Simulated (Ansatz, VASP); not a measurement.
# Two plane-wave programs on S

```
S
1.0
     0.00000    2.10537    1.78956
     2.10537    0.00000    1.78956
     2.10537    2.10537    0.00000
S
1
Direct
  0.00000 0.00000 0.00000
```

Alike in both runs: task single point; functional r2SCAN; k mesh 22 × 22 × 22; occupations gaussian, width 0.15 eV; no spin polarisation.

```csv
,VASP,Ansatz
version,VASP 6.6.1,Ansatz 0.2.0
potentials or method,"VASP PAW PBE potentials, release 64 (S), cutoff 520 eV","scalar-relativistic, plane waves, PAW"
valence electrons in the cell,6,6
```

```tsv
	VASP	Ansatz	Ansatz less VASP
gap on the k mesh at the Fermi level (eV)	none	none	-
pressure (GPa)	0.4	0.6	+0.24
traceless stress, the component that is largest in VASP (GPa)	-10.51	-10.51	-0.002
```

VASP's potentials were made for PBE, not for r2SCAN. A gap of «none» marks a metal or a gap that the smearing closes. With one functional, cell and mesh, what is left measures potentials, basis and numerics.
